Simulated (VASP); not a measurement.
A run of VASP 6.6.1 is set up as follows.

File INCAR:

```
SYSTEM = Nb
PREC = Accurate
ENCUT = 600
EDIFF = 1E-6
ISMEAR = -1
SIGMA = 0.05
LREAL = .False.
LASPH = .True.
NELM = 100
ALGO = Normal
ISIF = 3
LWAVE = .False.
LCHARG = .False.
GGA = PS
IBRION = 2
NSW = 60
EDIFFG = -0.005
```

The input KPOINTS:

```
regular mesh
0
Gamma
  18 18 18
  0 0 0
```

File POSCAR:

```
Nb
1.0
   -1.6503519298      1.6503519298      1.6503519298
    1.6503519298     -1.6503519298      1.6503519298
    1.6503519298      1.6503519298     -1.6503519298
Nb
1
Direct
    0.0000000000      0.0000000000      0.0000000000
```

Potentials or basis: VASP PAW PBE potentials, release 64 (Nb_sv).

Command:

```sh
$ cat potpaw_PBE.64/Nb_sv/POTCAR > POTCAR
$ mpirun -np 1 vasp_std > vasp.out
```

(1) Estimate the relaxed volume.

(2) Estimate the relaxed cell.

Answers

(1) 17.50 Å³/atom.

(2) a = 2.833 Å, b = 2.833 Å, c = 2.833 Å, α = 109.47°, β = 109.47°, γ = 109.47°.

Caveat: the PAW data sets were made with another functional, which shifts forces and pressure a little.
